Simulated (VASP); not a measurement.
# NbRu3C (R-3m) in VASP: a series of runs, part 2 of 2

VASP 6.6.1. The steps go on from the part before.

## (3) Relaxation of cell and atoms, PBE

Contents of INCAR:

```
ALGO     = Normal         # electronic algorithm
EDIFF    = 1E-7           # SCF threshold, eV
EDIFFG   = -0.04          # ionic threshold
ENCUT    = 600            # plane-wave cutoff, eV
GGA      = PE             # functional
IBRION   = 2              # ionic algorithm
ISIF     = 3              # what is computed and relaxed
ISMEAR   = 0              # smearing method
LASPH    = T              # aspherical terms in the spheres
LCHARG   = F              # write CHGCAR
LREAL    = F              # projectors in reciprocal space
LWAVE    = F              # write WAVECAR
NELM     = 80             # most SCF steps
NSW      = 90             # ionic steps
PREC     = Accurate       # precision mode
SIGMA    = 0.1            # smearing width, eV
```

Contents of KPOINTS:

```
k-points
0
Gamma
  6 6 6
```

Contents of POSCAR:

```
NbRu3C
1.0
    2.4233891600      1.3991443800      3.7344078900
   -2.4233891600      1.3991443800      3.7344078900
    0.0000000000     -2.7982887700      3.7344078900
Nb Ru C
1 3 1
Direct
    0.5000000000      0.5000000000      0.5000000000
    0.0000000000      0.0000000000      0.5000000000
    0.5000000000      0.0000000000      0.0000000000
    0.0000000000      0.5000000000      0.0000000000
    0.0000000000      0.0000000000      0.0000000000
```

Potentials or basis: VASP PAW PBE potentials, release 64 (Nb_sv, Ru_pv, C).

Launch:

```sh
> cat potpaw_PBE.64/Nb_sv/POTCAR potpaw_PBE.64/Ru_pv/POTCAR potpaw_PBE.64/C/POTCAR > POTCAR
> mpirun -np 1 vasp_std > vasp.out
```

OUTCAR:

```text
EDIFF = 1E-7
   EDIFFG = -0.04
   ENCUT = 600
   GGA = PE
   IBRION = 2
   ISIF = 3
   ISMEAR = 0
   LASPH = T
   LREAL = F
   NELM = 80
   NSW = 90
   PREC = Accurate

 ion  position               nearest neighbor table
   1  0.500  0.500  0.500-   3 2.42   4 2.42   3 2.42   4 2.42   2 2.42   2 2.42
   2  0.000  0.000  0.500-   5 2.33   5 2.33   4 2.42   3 2.42   4 2.42   3 2.42   1 2.42   1 2.42

   3  0.500  0.000  0.000-   5 2.33   5 2.33   2 2.42   1 2.42   2 2.42   1 2.42   4 2.42   4 2.42

   4  0.000  0.500  0.000-   5 2.33   5 2.33   2 2.42   2 2.42   1 2.42   1 2.42   3 2.42   3 2.42

   5  0.000  0.000  0.000-   3 2.33   4 2.33   4 2.33   3 2.33   2 2.33   2 2.33

  LATTYP: Found a trigonal (rhomboedric) cell.
 ALAT       =     4.6665000060
 COS(alpha) =     0.4606213200

  Lattice vectors:

 A1 = (   2.4233891600,   1.3991443800,   3.7344078900)
 A2 = (  -2.4233891600,   1.3991443800,   3.7344078900)
 A3 = (   0.0000000000,  -2.7982887700,   3.7344078900)

Analysis of symmetry for initial positions (statically):
=====================================================================
 Subroutine PRICEL returns:
 Original cell was already a primitive cell.

 Routine SETGRP: Setting up the symmetry group for a
 trigonal (rhombohedral) supercell.

 Subroutine GETGRP returns: Found 12 space group operations
 (whereof 12 operations were pure point group operations)
 out of a pool of 12 trial point group operations.

The static configuration has the point symmetry D_3d.

Analysis of symmetry for dynamics (positions and initial velocities):
=====================================================================
 Subroutine PRICEL returns:
 Original cell was already a primitive cell.

 Routine SETGRP: Setting up the symmetry group for a
 trigonal (rhombohedral) supercell.

 Subroutine GETGRP returns: Found 12 space group operations
 (whereof 12 operations were pure point group operations)
 out of a pool of 12 trial point group operations.

The dynamic configuration has the point symmetry D_3d.

 Subroutine INISYM returns: Found 12 space group operations
[... 142 lines left out ...]

--------------------------------------- Ionic step        1  -------------------------------------------

 number of electron      59.0000006 magnetization

 Free energy of the ion-electron system (eV)
  ---------------------------------------------------
  ext. energy  EPLUGINS =         0.00000000
  ---------------------------------------------------
  free energy    TOTEN  =       -38.52373756 eV

  energy without entropy =      -38.48776446  energy(sigma->0) =      -38.50575101

------------------------ aborting loop because EDIFF is reached ----------------------------------------

  FORCE on cell =-STRESS in cart. coord.  units (eV):
  Direction    XX          YY          ZZ          XY          YZ          ZX
  --------------------------------------------------------------------------------------
  -------------------------------------------------------------------------------------
  Total       27.9798934     27.9798934    -13.9182819      0.0000000      0.0000000      0.0000000
  in kB      590.0624001    590.0623997   -293.5198742      0.0000000      0.0000003      0.0000000
  external PRESSURE =     295.5349752 kB  Pullay stress =       0.0000000 kB
[... 98 lines left out ...]
  FREE ENERGIE OF THE ION-ELECTRON SYSTEM (eV)
  ---------------------------------------------------
  free  energy   TOTEN  =       -41.1745588194 eV

  energy  without entropy=      -41.1306246456  energy(sigma->0) =      -41.15259173

 E-fermi :   7.8955     XC(G=0): -11.6565

 val. band max:        7.8846561907   @ k =   0.3333  -0.0000   0.0000
 cond. band min:       7.8961893247   @ k =   0.3333   0.3333   0.3333
 fundamental gap:      0.0115331339
 Fermi energy:         7.8955077789

 k-point     1 :       0.0000    0.0000    0.0000
  band No.  band energies     occupation
      1     -47.9164      2.00000
      2     -35.1654      2.00000
      3     -34.8719      2.00000
      4     -34.8719      2.00000
      5     -34.5974      2.00000
      6     -34.5693      2.00000
[... 901 lines left out ...]
     34       8.9769      0.00000
     35       9.3340      0.00000

 [... further k-points ...]

[... ionic steps 4 to 14 ...]

--------------------------------------- Ionic step       15  -------------------------------------------

 number of electron      58.9999997 magnetization

------------------------ aborting loop because EDIFF is reached ----------------------------------------
[... 73 lines left out ...]
--------------------------------------- Ionic step       17  -------------------------------------------

 number of electron      58.9999990 magnetization

 Free energy of the ion-electron system (eV)
  ---------------------------------------------------
  ext. energy  EPLUGINS =         0.00000000
  ---------------------------------------------------
  free energy    TOTEN  =       -47.33824295 eV

  energy without entropy =      -47.31115377  energy(sigma->0) =      -47.32469836

 E-fermi :  12.3412     XC(G=0): -13.4051

 val. band max:       12.3261645505   @ k =   0.3333   0.3333   0.1667
 cond. band min:      12.3427136109   @ k =   0.3333   0.1667   0.0000
 fundamental gap:      0.0165490604
 Fermi energy:        12.3412359372

 k-point     1 :       0.0000    0.0000    0.0000
  band No.  band energies     occupation
      1     -43.7331      2.00000
      2     -31.4109      2.00000
      3     -31.4092      2.00000
      4     -31.4092      2.00000
      5     -30.7457      2.00000
      6     -30.7457      2.00000
[... 935 lines left out ...]
  FREE ENERGIE OF THE ION-ELECTRON SYSTEM (eV)
  ---------------------------------------------------
  free  energy   TOTEN  =       -47.3382429527 eV

  energy  without entropy=      -47.3111537700  energy(sigma->0) =      -47.32469836

 reached required accuracy - stopping structural energy minimisation
```

It took 59 min on 1 thread of Intel Xeon Platinum 8375C at 2.90GHz (Ice Lake), shared host; peak memory 0.33 GiB.

Results:

| Quantity | Value |
| --- | --- |
| Free energy | -47.3382 eV |
| Relaxed volume | 13.27 Å³/atom |
| Relaxed cell | a = 4.049 Å, b = 4.049 Å, c = 4.049 Å, α = 89.95°, β = 89.95°, γ = 89.95° |
| Space group after relaxing (to 0.05 Å) | Pm-3m (No. 221) |
| Energy gained by relaxing | 1762.9 meV/atom |
| Ionic steps | 17 |
| Pressure after relaxing | -0.1 GPa |

Step by step:
| step | energy change (eV) | largest force (eV/Å) | pressure (GPa) | volume (Å³) |
| --- | --- | --- | --- | --- |
| 1 | 0.0000 | 0.0000 | 29.55 | 75.97 |
| 2 | 0.1617 | 0.0000 | -40.47 | 106.08 |
| 3 | -2.6508 | 0.0000 | -23.24 | 89.23 |
| 4 | -2.6850 | 0.0000 | -20.18 | 87.87 |
| 5 | -7.0401 | 0.0000 | -12.42 | 72.52 |
| 6 | 447.0783 | 0.0000 | 7486.01 | 16.22 |
| 7 | -7.2290 | 0.0000 | -11.27 | 71.82 |
| 8 | 1.9448 | 0.0000 | 191.23 | 48.72 |
| 9 | -8.1988 | 0.0000 | -1.39 | 67.55 |
| 10 | -8.2853 | 0.0000 | 31.83 | 60.57 |
| 11 | -8.5790 | 0.0000 | 11.81 | 64.04 |
| 12 | -8.5846 | 0.0000 | 14.54 | 63.47 |
| 13 | -8.0747 | 0.0000 | 0.55 | 66.99 |
| 14 | -8.7752 | 0.0000 | 7.45 | 64.73 |
| 15 | -8.7753 | 0.0000 | 7.02 | 64.81 |
| 16 | -8.7209 | 0.0000 | -9.64 | 68.86 |
| 17 | -8.8145 | 0.0000 | -0.11 | 66.37 |

Final structure:
```
Nb Ru C
1.0
     2.86172    1.65221    2.33941
    -2.86172    1.65221    2.33941
     0.00000   -3.30443    2.33941
Nb Ru C
1 3 1
Direct
  0.50000 0.50000 0.50000
  0.00000 0.00000 0.50000
  0.50000 0.00000 0.00000
  0.00000 0.50000 0.00000
  0.00000 0.00000 0.00000
```
